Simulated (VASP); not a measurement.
# TaN (P-6m2) in VASP: further runs

TaN is run at these levels: PBE; tasks: single point.

Program: VASP 6.6.1. These are calculated values, not measurements. Logs are shortened: lines on timing, memory, paths and dates and some standing lists are left out, and cuts for length are marked.

### 1 The cell of the first run

It takes space group P-6m2 (No. 187, hexagonal). The conventional cell has a = 2.919 Å, b = 2.919 Å, c = 2.872 Å, α = 90.00°, β = 90.00°, γ = 120.00°. Ta (site symmetry -6m2) has 6 N at 2.21 Å and 8 Ta at 2.87 to 2.92 Å within 3.0 Å. N (site symmetry -6m2) has 6 Ta at 2.21 Å and 8 N at 2.87 to 2.92 Å within 3.0 Å.

### 2 Single point, PBE (10.59 Å³/atom)

INCAR

```
ALGO = Normal
EDIFF = 1E-6
ENCUT = 520
GGA = PE
ISIF = 2
ISMEAR = 0
LASPH = T
LCHARG = F
LREAL = F
LWAVE = F
NBANDS = 15
NELM = 80
PREC = Accurate
SIGMA = 0.1
```

KPOINTS

```
k-points
0
Gamma
  24 24 20
```

POSCAR

```
TaN
1.0
    2.9186036441      0.0000000000      0.0000000000
   -1.4593018220      2.5275848994      0.0000000000
    0.0000000000      0.0000000000      2.8720283209
Ta N
1 1
Direct
    0.3333333333      0.6666666667      0.5000000000
    0.0000000000      0.0000000000      0.0000000000
```

Potentials or basis: VASP PAW PBE potentials, release 64 (Ta_pv, N).

On the command line:

```
$ cat potpaw_PBE.64/Ta_pv/POTCAR potpaw_PBE.64/N/POTCAR > POTCAR
$ mpirun -np 1 vasp_std > vasp.out
```

OUTCAR:

```text
EDIFF = 1E-6
   ENCUT = 520
   GGA = PE
   ISIF = 2
   ISMEAR = 0
   LASPH = T
   LREAL = F
   NELM = 80
   PREC = Accurate

 ion  position               nearest neighbor table
   1  0.333  0.667  0.500-   2 2.21   2 2.21   2 2.21   2 2.21   2 2.21   2 2.21
   2  0.000  0.000  0.000-   1 2.21   1 2.21   1 2.21   1 2.21   1 2.21   1 2.21

  LATTYP: Found a hexagonal cell.
 ALAT       =     2.9186036441
 C/A-ratio  =     0.9840419156

  Lattice vectors:

 A1 = (   2.9186036441,   0.0000000000,   0.0000000000)
 A2 = (  -1.4593018220,   2.5275848994,   0.0000000000)
 A3 = (   0.0000000000,   0.0000000000,   2.8720283209)

Analysis of symmetry for initial positions (statically):
=====================================================================
 Subroutine PRICEL returns:
 Original cell was already a primitive cell.

 Routine SETGRP: Setting up the symmetry group for a
 hexagonal supercell.

 Subroutine GETGRP returns: Found 12 space group operations
 (whereof 12 operations were pure point group operations)
 out of a pool of 24 trial point group operations.

The static configuration has the point symmetry D_3h.

Analysis of symmetry for dynamics (positions and initial velocities):
=====================================================================
 Subroutine PRICEL returns:
 Original cell was already a primitive cell.

 Routine SETGRP: Setting up the symmetry group for a
 hexagonal supercell.

 Subroutine GETGRP returns: Found 12 space group operations
 (whereof 12 operations were pure point group operations)
 out of a pool of 24 trial point group operations.

The dynamic configuration has the point symmetry D_3h.

 Subroutine INISYM returns: Found 12 space group operations
 (whereof 12 operations are pure point group operations),
 and found     1 'primitive' translations

----------------------------------------------------------------------------------------

                                     Primitive cell

  volume of cell :      21.1870

  direct lattice vectors                    reciprocal lattice vectors
     2.918603644  0.000000000  0.000000000     0.342629600  0.197817292  0.000000000
    -1.459301822  2.527584899  0.000000000     0.000000000  0.395634584  0.000000000
     0.000000000  0.000000000  2.872028321     0.000000000  0.000000000  0.348185982

  length of vectors
[... 91 lines left out ...]
   TEBEG  =    0.0;   TEEND  =   0.0 temperature during run
   PSTRESS=    0.0 pullay stress
   NELECT =      16.0000    total number of electrons
   NUPDOWN=      -1.0000    fix difference up-down
   EMIN   =  10.00;   EMAX   =-10.00  energy-range for DOS
   EFERMI =   0.00;   METHOD = LEGACY
   ISMEAR =     0;   SIGMA  =   0.10  broadening in eV -4-tet -1-fermi 0-gaus
   EFERMI_NEDOS =   21; number of points for ismear=-14 and -15
   IALGO  =     38    algorithm
   IMIX   =      4    mixing-type and parameters
     AMIX     =   0.40;   BMIX     =  1.00
     AMIX_MAG =   1.60;   BMIX_MAG =  1.00
  volume/ion in A,a.u.               =      10.59        71.49
  Fermi-wavevector in a.u.,A,eV,Ry     =   1.490819  2.817240 30.239516  2.222542
  Thomas-Fermi vector in A             =   2.603553
   LORBIT       =      0    0 simple, 1 ext, 2 COOP (PROOUT), +10 PAW based schemes
   GGA     = PE    functional components
   LHFCALC =     F    Hartree Fock is set to
   AEXX    =    0.0000 exact exchange contribution
   IVDW    =     0    specifies the selected vdW correction
   LEPSILON=     F    determine dielectric tensor
   LRPA    =     F    only Hartree local field effects (RPA)
 non-spin polarized calculation
 Gauss-broadening in eV      SIGMA  =   0.10
  energy-cutoff  :      520.00
  volume of cell :       21.19
 maximum number of plane-waves:       593
 NGX is ok and might be reduce to    24
   NGX = 11   NGY = 11   NGZ = 11

 number of electron      16.0000000 magnetization

 Free energy of the ion-electron system (eV)
  ---------------------------------------------------
  ext. energy  EPLUGINS =         0.00000000
  ---------------------------------------------------
  free energy    TOTEN  =       -22.42077940 eV

  energy without entropy =      -22.42043038  energy(sigma->0) =      -22.42060489

 E-fermi :   8.4235     XC(G=0): -13.4404

 val. band max:        8.4197514179   @ k =   0.0417   0.0000   0.4500
 cond. band min:       8.4329345775   @ k =   0.0000   0.0000   0.4000
 fundamental gap:      0.0131831596
 Fermi energy:         8.4235156667

 k-point     1 :       0.0000    0.0000    0.0000
  band No.  band energies     occupation
      1     -26.3721      2.00000
      2     -26.0893      2.00000
      3     -26.0893      2.00000
      4      -9.4751      2.00000
      5       3.8156      2.00000
      6       3.8156      2.00000
      7       4.1388      2.00000
      8       5.4678      2.00000
      9      10.7973      0.00000
     10      12.0819      0.00000
     11      12.0819      0.00000
     12      12.5314      0.00000
     13      12.5314      0.00000
     14      21.6423      0.00000
[... 401 lines left out ...]
      2     -26.3491      2.00000
      3     -26.2177      2.00000
      4      -7.1140      2.00000
      5       0.0885      2.00000
      6       3.1428      2.00000
      7       4.6658      2.00000
      8       5.4652      2.00000
      9      11.3584      0.00000
     10      12.4714      0.00000
     11      13.6102      0.00000
     12      13.9091      0.00000
     13      16.3164      0.00000
     14      20.1082      0.00000
     15      21.8653      0.00000

 [... further k-points ...]

------------------------ aborting loop because EDIFF is reached ----------------------------------------

  FORCE on cell =-STRESS in cart. coord.  units (eV):
  Direction    XX          YY          ZZ          XY          YZ          ZX
  --------------------------------------------------------------------------------------
  -------------------------------------------------------------------------------------
  Total        1.5432975      1.5432975      1.5684217      0.0000000      0.0000000      0.0000000
  in kB      116.7053196    116.7053196    118.6052275      0.0000000      0.0000000      0.0000000
  external PRESSURE =     117.3386222 kB  Pullay stress =       0.0000000 kB

 VOLUME and BASIS-vectors are now :
 -----------------------------------------------------------------------------
  energy-cutoff  :      520.00
  volume of cell :       21.19
      direct lattice vectors                 reciprocal lattice vectors
     2.918603644  0.000000000  0.000000000     0.342629600  0.197817292  0.000000000
    -1.459301822  2.527584899  0.000000000     0.000000000  0.395634584  0.000000000
     0.000000000  0.000000000  2.872028321     0.000000000  0.000000000  0.348185982

 POSITION                                       TOTAL-FORCE (eV/Angst)
 -----------------------------------------------------------------------------------
     -0.00000      1.68506      1.43601         0.000000     -0.000000      0.000000
      0.00000      0.00000      0.00000        -0.000000      0.000000      0.000000
 -----------------------------------------------------------------------------------
    total drift:                                0.000000     -0.000000     -0.000000

  FREE ENERGIE OF THE ION-ELECTRON SYSTEM (eV)
  ---------------------------------------------------
  free  energy   TOTEN  =       -22.4207794021 eV

  energy  without entropy=      -22.4204303770  energy(sigma->0) =      -22.42060489
```

It took 3.4 min on 1 thread of Intel Xeon 8259CL, shared host; peak memory 0.33 GiB.

Results:

* Free energy: -22.4208 eV
* Pressure: 11.7 GPa
* Band gap on the k mesh: zero (bands 8 and 9 overlap by 0.52 eV)

Levels at points of the mesh, in eV from the Fermi level:
```tsv
k point	band 4	band 5	band 6	band 7	band 8	band 9	band 10	band 11	band 12	band 13
(0.00, 0.00, 0.00)	-17.90	-4.61	-4.61	-4.28	-2.96	2.37	3.66	3.66	4.11	4.11
(0.50, 0.00, 0.00)	-15.54	-8.37	-5.29	-3.54	-3.19	3.08	4.16	5.31	5.46	7.60
(0.00, 0.00, 0.50)	-15.17	-9.45	-3.78	-3.78	-0.08	-0.08	2.42	3.41	3.41	8.38
(0.50, 0.00, 0.50)	-15.89	-7.41	-6.25	-5.75	-0.33	4.29	5.51	6.18	7.26	10.44
```

Caveat: the cell stands under pressure; spin-orbit coupling is left out, which moves the levels of the heavy elements.

(Part 1 of 2 ends here.)
